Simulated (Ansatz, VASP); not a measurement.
**ZnCu in VASP and in Ansatz**

```
Zn Cu
1.0
     2.88488    0.00000    0.00000
     0.00000    2.88488    0.00000
     0.00000    0.00000    2.88488
Zn Cu
1 1
Direct
  0.50000 0.50000 0.50000
  0.00000 0.00000 0.00000
```

Alike in both runs: task single point; functional PBEsol; k mesh 9 × 9 × 9; occupations fermi-dirac, width 0.05 eV; no spin polarisation.

|  | VASP | Ansatz |
| --- | --- | --- |
| version | VASP 6.6.1 | Ansatz 0.2.0 |
| potentials or method | VASP PAW PBE potentials, release 64 (Zn, Cu) | Ansatz PAW |
| plane-wave cutoff (eV) | 520 | 420 |
| valence electrons in the cell | 23 | 31 |

Ansatz gave:

- gap on the k mesh at the Fermi level (eV): none
- pressure (GPa): 3.8

**Question.** What did VASP give for the same quantities?

**Answer.** gap on the k mesh at the Fermi level (eV): none; pressure (GPa): 4.9.

VASP's potentials were made for PBE, not for PBEsol. A gap of «none» marks a metal or a gap that the smearing closes. The functional is the same, so the differences come from potentials, cutoffs and numerics. VASP's potentials hold 23 valence electrons a cell and Ansatz's 31, so a difference there can come from the potentials and not from the codes.
